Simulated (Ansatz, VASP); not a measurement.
# InP: VASP beside Ansatz

Contents of INCAR:

```
SYSTEM = InP
PREC = Accurate ; ENCUT = 520
EDIFF = 1E-6 ; ISMEAR = 0
SIGMA = 0.05 ; LREAL = .FALSE.
LASPH = .TRUE. ; NELM = 60
ALGO = Normal ; ISIF = 2
LWAVE = .FALSE. ; LCHARG = .FALSE.
NBANDS = 16
```

The input KPOINTS:

```
regular mesh
0
G
  12 12 12
  0 0 0
```

File POSCAR:

```
InP
1.0
    0.0000000000      2.7472827173      2.9192250742
    2.9192250742      0.0000000000      2.9192250742
    2.9192250742      2.7472827173      0.0000000000
In P
1 1
Direct
    0.0000000000      0.0000000000      0.0000000000
    0.7500000000      0.7500000000      0.7500000000
```

Input for Ansatz:

```yaml
crystal:
  lattice:
    - [0.0, 2.7472827173, 2.9192250742]
    - [2.9192250742, 0.0, 2.9192250742]
    - [2.9192250742, 2.7472827173, 0.0]
  atoms:
    - { symbol: In, position: [0.0, 0.0, 0.0] }
    - { symbol: P, position: [0.75, 0.75, 0.75] }
basis:
  ecutwfc: 420
kpoints:
  mp_grid: { grid: [12, 12, 12] }
hamiltonian:
  xc: lda
  pseudopotentials: { kind: paw, azcp: { folder: soft_1 } }
scf:
  occupations: { method: gaussian, width: 0.05 }
output:
  forces: true
  stress: true
  eigenvalues: true
```

Alike in both runs: task single point; functional LDA; k mesh 12 × 12 × 12; occupations gaussian, width 0.05 eV; no spin polarisation.

|  | VASP | Ansatz |
| --- | --- | --- |
| version | VASP 6.6.1 | Ansatz 0.2.0 |
| potentials or method | VASP PAW LDA potentials, release 64 (In_d, P), cutoff 520 eV | scalar-relativistic, plane waves, PAW |
| valence electrons in the cell | 18 | 18 |

Ansatz gave:

* gap on the k mesh at the Fermi level (eV): 0.67
* least direct gap on the mesh (eV): 0.67
* pressure (GPa): 4.3
* traceless stress, the component that is largest in VASP (GPa): 1.45

What did VASP give for the same quantities?

gap on the k mesh at the Fermi level (eV): 0.71; least direct gap on the mesh (eV): 0.71; pressure (GPa): 4.3; traceless stress, the component that is largest in VASP (GPa): 1.44.

Ansatz warns that its potentials were made for another functional, while VASP's fit it. LDA's correlation is that of Perdew and Zunger in VASP and of Perdew and Wang (1992) in Ansatz.
